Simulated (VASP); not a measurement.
# H23NO10 in VASP: notebook

H23NO10 is run at these levels: PBEsol; tasks: single point.

Everything below comes from runs of VASP 6.6.1. Logs are shortened: lines on timing, memory, paths and dates and some standing lists are left out, and cuts for length are marked.

**1. The cell of the first run**

The cell holds an amorphous packing of atoms, 34 atoms: a = 6.732 Å, b = 6.732 Å, c = 6.732 Å, α = 90.00°, β = 90.00°, γ = 90.00°.

**2. Single point, PBEsol**

The input, INCAR:

```
SYSTEM = H23NO10
PREC = Accurate ; ENCUT = 520
EDIFF = 1E-6 ; ISMEAR = -1
SIGMA = 0.05 ; LREAL = Auto
LASPH = .TRUE. ; NELM = 120
ALGO = Normal ; ISIF = 2
LWAVE = .FALSE. ; LCHARG = .FALSE.
GGA = PS ; NBANDS = 67
GGA_COMPAT = .FALSE.
```

The input, KPOINTS:

```
regular mesh
0
G
  1 1 1
  0 0 0
```

The input, POSCAR:

```
H23NO10
1.0
    6.7320510000      0.0000000000      0.0000000000
    0.0000000000      6.7320510000      0.0000000000
    0.0000000000      0.0000000000      6.7320510000
O H N
10 23 1
Direct
    0.7874866070      0.9144315752      0.4377566361
    1.0041070693      0.6391959895      0.1550344761
    0.3554934447      0.9168973913      0.8422247544
    0.9074054846      0.1830794211      0.7460876336
    0.0880712282      0.0997912820      0.0571445463
    0.8583119765      0.3409510712      0.3261116115
    0.4523287182      0.3075882818      0.9360446022
    0.4502639686      0.1205279045      0.4294233659
    0.1584064054      0.8503500642      0.5119539350
    0.0991525465      0.5145385856      0.7829857498
    0.6455833445      0.9858511173      0.4141679854
    0.7480335488      0.8012119932      0.5353346254
    0.9447195216      0.5219360341      0.2119710620
    0.9254237676      0.7498754837      0.2073810790
    0.2621489350      0.9518495923      0.7376800918
    0.2724875376      0.9529488116      0.9590539347
    0.9790032785      0.3010969465      0.7185774439
    0.8423435889      0.1161607362      0.6383047306
    0.1730527591      0.2060887536      0.0180034287
   -0.0036987242      0.0881752084     -0.0685526595
    0.7148935740      0.3339992522      0.2796473170
    0.9316477252      0.2456457920      0.2395109603
    0.3751011393      0.3984966840      0.8470226978
    0.5499809791      0.2196804510      0.8645062255
    0.3533841321      0.0180925546      0.4464018469
    0.4562651115      0.1958541312      0.5495056410
    0.1690718029      0.7730185051      0.3949465029
    0.0312237682      0.9231510575      0.4854538387
    0.1118529851      0.5645084982      0.9225568850
    0.1482460546      0.6158301534      0.6946025810
    0.5713117741      0.7633929095      0.8111346750
    0.6856008667      0.5501443765      0.7376949462
    0.8146997104      0.6873091128      0.8971560079
    0.7047629318      0.6961771383      0.7880510709
```

Potentials or basis: VASP PAW PBE potentials, release 64 (O, H, N).

Launch:

```bash
$ cat potpaw_PBE.64/O/POTCAR potpaw_PBE.64/H/POTCAR potpaw_PBE.64/N/POTCAR > POTCAR
$ mpirun -np 1 vasp_gam > vasp.out
```

OUTCAR:

```text
SYSTEM = H23NO10
   PREC = Accurate
   ENCUT = 520
   EDIFF = 1E-6
   ISMEAR = -1
   LREAL = Auto
   LASPH = .TRUE.
   NELM = 120
   ISIF = 2
   GGA = PS

 ion  position               nearest neighbor table
   1  0.787  0.914  0.438-  12 1.04  11 1.08
   2  0.004  0.639  0.155-  13 0.96  14 0.98
   3  0.355  0.917  0.842-  15 0.97  16 0.99
   4  0.907  0.183  0.746-  17 0.95  18 0.96
   5  0.088  0.100  0.057-  19 0.95  20 1.05
   6  0.858  0.341  0.326-  22 1.00  21 1.02
   7  0.452  0.308  0.936-  23 1.00  24 1.01
   8  0.450  0.121  0.429-  26 0.96  25 0.96
   9  0.158  0.850  0.512-  27 0.95  28 1.00
  10  0.099  0.515  0.783-  30 0.96  29 1.00
  11  0.646  0.986  0.414-   1 1.08
  12  0.748  0.801  0.535-   1 1.04
  13  0.945  0.522  0.212-   2 0.96
  14  0.925  0.750  0.207-   2 0.98
  15  0.262  0.952  0.738-   3 0.97
  16  0.272  0.953  0.959-   3 0.99
[... 15 lines left out ...]
  32  0.686  0.550  0.738-  34 1.05
  33  0.815  0.687  0.897-  34 1.04
  34  0.705  0.696  0.788-  31 1.02  33 1.04  32 1.05

  LATTYP: Found a simple cubic cell.
 ALAT       =     6.7320510000

  Lattice vectors:

 A1 = (   6.7320510000,   0.0000000000,   0.0000000000)
 A2 = (   0.0000000000,   6.7320510000,   0.0000000000)
 A3 = (   0.0000000000,   0.0000000000,   6.7320510000)

Analysis of symmetry for initial positions (statically):
=====================================================================
 Subroutine PRICEL returns:
 Original cell was already a primitive cell.

 Routine SETGRP: Setting up the symmetry group for a
 simple cubic supercell.

 Subroutine GETGRP returns: Found  1 space group operations
 (whereof  1 operations were pure point group operations)
 out of a pool of 48 trial point group operations.

The static configuration has the point symmetry C_1 .

Analysis of symmetry for dynamics (positions and initial velocities):
=====================================================================
 Subroutine PRICEL returns:
 Original cell was already a primitive cell.

 Routine SETGRP: Setting up the symmetry group for a
 simple cubic supercell.

 Subroutine GETGRP returns: Found  1 space group operations
 (whereof  1 operations were pure point group operations)
 out of a pool of 48 trial point group operations.

The dynamic configuration has the point symmetry C_1 .

 Subroutine INISYM returns: Found  1 space group operations
[... 140 lines left out ...]
   NSW    =      0    number of steps for IOM
   IBRION =     -1    ionic relax: 0-MD 1-quasi-New 2-CG
   NFREE  =      0    steps in history (QN), initial steepest desc. (CG)
   ISIF   =      2    stress and relaxation
   ISYM   =      2    0-nonsym 1-usesym 2-fastsym
   POTIM  = 0.5000    time-step for ionic-motion
   TEBEG  =    0.0;   TEEND  =   0.0 temperature during run
   PSTRESS=    0.0 pullay stress
   NELECT =      88.0000    total number of electrons
   NUPDOWN=      -1.0000    fix difference up-down
   EMIN   =  10.00;   EMAX   =-10.00  energy-range for DOS
   EFERMI =   0.00;   METHOD = LEGACY
   ISMEAR =    -1;   SIGMA  =   0.05  broadening in eV -4-tet -1-fermi 0-gaus
   EFERMI_NEDOS =   21; number of points for ismear=-14 and -15
   IALGO  =     38    algorithm
   IMIX   =      4    mixing-type and parameters
     AMIX     =   0.40;   BMIX     =  1.00
     AMIX_MAG =   1.60;   BMIX_MAG =  1.00
  volume/ion in A,a.u.               =       8.97        60.56
  Fermi-wavevector in a.u.,A,eV,Ry     =   1.081654  2.044030 15.918479  1.169975
  Thomas-Fermi vector in A             =   2.217676
   LORBIT       =      0    0 simple, 1 ext, 2 COOP (PROOUT), +10 PAW based schemes
   GGA     = PS    functional components
   LHFCALC =     F    Hartree Fock is set to
   AEXX    =    0.0000 exact exchange contribution
   IVDW    =     0    specifies the selected vdW correction
   LEPSILON=     F    determine dielectric tensor
   LRPA    =     F    only Hartree local field effects (RPA)
 non-spin polarized calculation
  energy-cutoff  :      520.00
  volume of cell :      305.10
 maximum number of plane-waves:      4109
 NGX is ok and might be reduce to    50
   NGX = 25   NGY = 25   NGZ = 25

 number of electron      88.0000002 magnetization

 Free energy of the ion-electron system (eV)
  ---------------------------------------------------
  ext. energy  EPLUGINS =         0.00000000
  ---------------------------------------------------
  free energy    TOTEN  =      -166.52294468 eV

  energy without entropy =     -166.52294468  energy(sigma->0) =     -166.52294468

 E-fermi :  -0.8589     XC(G=0):  -7.2464

 val. band max:       -2.0508626915   @ k =   0.0000   0.0000   0.0000
 cond. band min:       1.3467173980   @ k =   0.0000   0.0000   0.0000
 fundamental gap:      3.3975800896
 Fermi energy:        -0.8589394837

 k-point     1 :       0.0000    0.0000    0.0000
  band No.  band energies     occupation
      1     -22.7561      2.00000
      2     -22.3300      2.00000
      3     -22.1442      2.00000
      4     -21.9507      2.00000
      5     -21.6617      2.00000
      6     -21.4564      2.00000
[... 48 lines left out ...]
     55       6.7008      0.00000
     56       6.9182      0.00000
 [bands above 56 left out]

------------------------ aborting loop because EDIFF is reached ----------------------------------------

  FORCE on cell =-STRESS in cart. coord.  units (eV):
  Direction    XX          YY          ZZ          XY          YZ          ZX
  --------------------------------------------------------------------------------------
  -------------------------------------------------------------------------------------
  Total       -1.1025083      6.3979916      3.4439690      5.2098073     -1.0644134     -1.8839855
  in kB       -5.7896225     33.5978941     18.0853794     27.3583596     -5.5895742     -9.8934086
  external PRESSURE =      15.2978837 kB  Pullay stress =       0.0000000 kB

 VOLUME and BASIS-vectors are now :
 -----------------------------------------------------------------------------
  energy-cutoff  :      520.00
  volume of cell :      305.10
      direct lattice vectors                 reciprocal lattice vectors
     6.732051000  0.000000000  0.000000000     0.148543141  0.000000000  0.000000000
     0.000000000  6.732051000  0.000000000     0.000000000  0.148543141  0.000000000
     0.000000000  0.000000000  6.732051000     0.000000000  0.000000000  0.148543141

 POSITION                                       TOTAL-FORCE (eV/Angst)
 -----------------------------------------------------------------------------------
      5.30140      6.15600      2.94700        -2.247878     -0.068331     -0.021659
      0.02765      4.30310      1.04370         1.250117      1.944700     -0.983033
      2.39320      6.17260      5.66990         0.029594     -0.163733      0.374696
      6.10870      1.23250      5.02270        -1.170914     -1.902599      1.620564
      0.59290      0.67180      0.38470        -1.758333     -1.212145      0.318593
      5.77820      2.29530      2.19540        -1.586259     -0.278850     -0.569358
[... 26 lines left out ...]
      5.48460      4.62700      6.03970        -1.012030      0.351726     -0.379648
      4.74450      4.68670      5.30520         1.088422     -1.468449     -1.426314
 -----------------------------------------------------------------------------------
    total drift:                                0.001985      0.005017     -0.008778

  FREE ENERGIE OF THE ION-ELECTRON SYSTEM (eV)
  ---------------------------------------------------
  free  energy   TOTEN  =      -166.5229446773 eV

  energy  without entropy=     -166.5229446772  energy(sigma->0) =     -166.52294468
```

OSZICAR:

```text
N       E                     dE             d eps       ncg     rms          rms(c)
DAV:   1     0.664684239202E+03    0.66468E+03   -0.48772E+04   134   0.123E+03
DAV:   2    -0.119979595752E+03   -0.78466E+03   -0.75878E+03   169   0.304E+02
DAV:   3    -0.181668399651E+03   -0.61689E+02   -0.61337E+02   164   0.900E+01
DAV:   4    -0.182588640593E+03   -0.92024E+00   -0.91850E+00   172   0.123E+01
DAV:   5    -0.182600937473E+03   -0.12297E-01   -0.12289E-01   164   0.136E+00    0.239E+01
DAV:   6    -0.167151082132E+03    0.15450E+02   -0.45929E+01   148   0.255E+01    0.919E+00
DAV:   7    -0.166730535250E+03    0.42055E+00   -0.18578E+00   164   0.506E+00    0.587E+00
DAV:   8    -0.166507119668E+03    0.22342E+00   -0.45966E-01   164   0.327E+00    0.760E-01
DAV:   9    -0.166505436227E+03    0.16834E-02   -0.54561E-02   164   0.948E-01    0.416E-01
DAV:  10    -0.166517383977E+03   -0.11948E-01   -0.15134E-02   140   0.465E-01    0.190E-01
DAV:  11    -0.166521935069E+03   -0.45511E-02   -0.18536E-03   148   0.255E-01    0.923E-02
DAV:  12    -0.166522784256E+03   -0.84919E-03   -0.11854E-03   156   0.186E-01    0.422E-02
DAV:  13    -0.166522945033E+03   -0.16078E-03   -0.17461E-04   140   0.682E-02    0.163E-02
DAV:  14    -0.166522942891E+03    0.21421E-05   -0.30634E-05   164   0.273E-02    0.917E-03
DAV:  15    -0.166522944207E+03   -0.13163E-05   -0.17260E-05   148   0.232E-02    0.681E-03
DAV:  16    -0.166522944677E+03   -0.47024E-06   -0.30978E-06   148   0.994E-03
   1 F= -.16652294E+03 E0= -.16652294E+03  d E =-.110207E-09
```

stdout:

```text
POSCAR found type information on POSCAR O H N
 POSCAR found :  3 types and      34 ions
 scaLAPACK will be used
 -----------------------------------------------------------------------------
|                                                                             |
|                                                                             |
|     You enforced a specific xc type in the INCAR file but a different       |
|     I HOPE YOU KNOW WHAT YOU ARE DOING!                                     |
|                                                                             |
 -----------------------------------------------------------------------------

 LDA part: xc-table for (Slater+PW92), standard interpolation
 POSCAR, INCAR and KPOINTS ok, starting setup
 FFT: planning ... GRIDC
 FFT: planning ... GRID_SOFT
 FFT: planning ... GRID
 WAVECAR not read
 entering main loop
```

Wall time 1.9 min (1 thread of Intel Xeon 8259CL, shared host); peak memory 0.33 GiB.

Results:

```yaml
Free_energy: -166.5229 eV
Pressure: 1.5 GPa
Largest_force: 2.760 eV/Å
Band_gap_on_the_k_mesh: 3.40 eV
```

Forces on the atoms (eV/Å):
```
O   -2.248 -0.068 -0.022
O    1.250  1.945 -0.983
O    0.030 -0.164  0.375
O   -1.171 -1.903  1.621
O   -1.758 -1.212  0.319
O   -1.586 -0.279 -0.569
O    0.307  0.103 -0.398
O    1.627  0.749 -1.402
O    0.086  1.142  0.918
O    0.671 -1.018  0.824
H    1.888 -0.435  0.318
H    0.590  0.851  0.195
H   -0.832 -1.432  1.044
H   -0.159  0.267  0.055
H    0.058 -0.377 -0.562
H    0.223  0.041  0.254
H    0.840  2.001 -0.698
H   -0.143 -0.424 -1.329
H    1.350  1.085 -0.234
H    0.507  0.523  0.792
H    1.463 -0.127  0.383
H   -0.060 -0.404 -0.052
H    0.605 -0.659  0.191
H   -1.097  0.883  0.429
H   -1.643 -1.134  0.425
H   -0.091  0.319  0.923
H    0.142 -1.309 -1.709
H   -0.319 -0.221  0.149
H   -0.465  0.262 -0.370
H    0.071  1.022 -0.467
H   -0.242  0.168  0.835
H    0.032  0.924  0.551
H   -1.012  0.352 -0.380
N    1.088 -1.468 -1.426
```

Stress tensor (GPa, compression positive):
```
-0.58  2.74 -0.99
 2.74  3.36 -0.56
-0.99 -0.56  1.81
```

Levels at points of the mesh, in eV from the valence-band top:
```
           k point  band 40  band 41  band 42  band 43  band 44  band 45  band 46  band 47  band 48  band 49
(0.00, 0.00, 0.00)    -1.68    -1.60    -1.46    -0.83     0.00     3.40     6.21     6.60     6.91     7.28
```

Caveat: the k points lie up to 0.93 Å⁻¹ apart; the PAW data sets were made with another functional, which shifts forces and pressure a little.

(Part 1 of 2 ends here.)
